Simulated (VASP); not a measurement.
A run of VASP 6.6.1:

File POSCAR:

```
Mg
1.0
    3.1274604713      0.0000000000      0.0000000000
   -1.5637302356      2.7084602175      0.0000000000
    0.0000000000      0.0000000000      5.2118170165
Mg
2
Direct
    0.6666666667      0.3333333333      0.7500000000
    0.3333333333      0.6666666667      0.2500000000
```

INCAR.step1

```
PREC     = Accurate       # precision mode
ENCUT    = 520            # plane-wave cutoff, eV
ISMEAR   = -1             # smearing method
SIGMA    = 0.05           # smearing width, eV
LREAL    = F              # projectors in reciprocal space
LASPH    = T              # aspherical terms in the spheres
NELM     = 80             # most SCF steps
NBANDS   = 9              # bands
GGA      = PE             # functional
ALGO     = Normal         # electronic algorithm
EDIFF    = 1E-4           # SCF threshold, eV
LWAVE    = T              # write WAVECAR
LCHARG   = F              # write CHGCAR
```

INCAR.step2

```
PREC     = Accurate       # precision mode
ENCUT    = 520            # plane-wave cutoff, eV
EDIFF    = 1E-6           # SCF threshold, eV
ISMEAR   = -1             # smearing method
SIGMA    = 0.05           # smearing width, eV
LREAL    = F              # projectors in reciprocal space
LASPH    = T              # aspherical terms in the spheres
NELM     = 80             # most SCF steps
ALGO     = Normal         # electronic algorithm
ISIF     = 2              # what is computed and relaxed
LWAVE    = F              # write WAVECAR
LCHARG   = F              # write CHGCAR
METAGGA  = R2SCAN         # meta-GGA
LMIXTAU  = T            
IVDW     = 12             # dispersion correction
VDW_S6   = 1.0          
VDW_S8   = 0.78981345   
VDW_A1   = 0.49484001   
VDW_A2   = 5.73083694   
NBANDS   = 9              # bands
ISTART   = 1
```

File KPOINTS:

```
Automatic mesh
0
Gamma
  10 10 5
```

Potentials or basis: VASP PAW PBE potentials, release 64 (Mg).

Command:

```sh
$ cat potpaw_PBE.64/Mg/POTCAR > POTCAR
$ cp INCAR.step1 INCAR
$ mpirun -np 1 vasp_std > vasp.out
$ cp INCAR.step2 INCAR
$ mpirun -np 1 vasp_std > vasp.out
```

Hardware: 1 thread of Intel(R) Xeon(R) Platinum 8259CL CPU @ 2.50GHz (Skylake/Cascade Lake) (shared host).

Q: Estimate the wall time of this run.

A: Wall time 38 s on 1 thread of Intel(R) Xeon(R) Platinum 8259CL CPU @ 2.50GHz (Skylake/Cascade Lake), on a shared host, peak memory 0.17 GiB. Counts: k points 42.
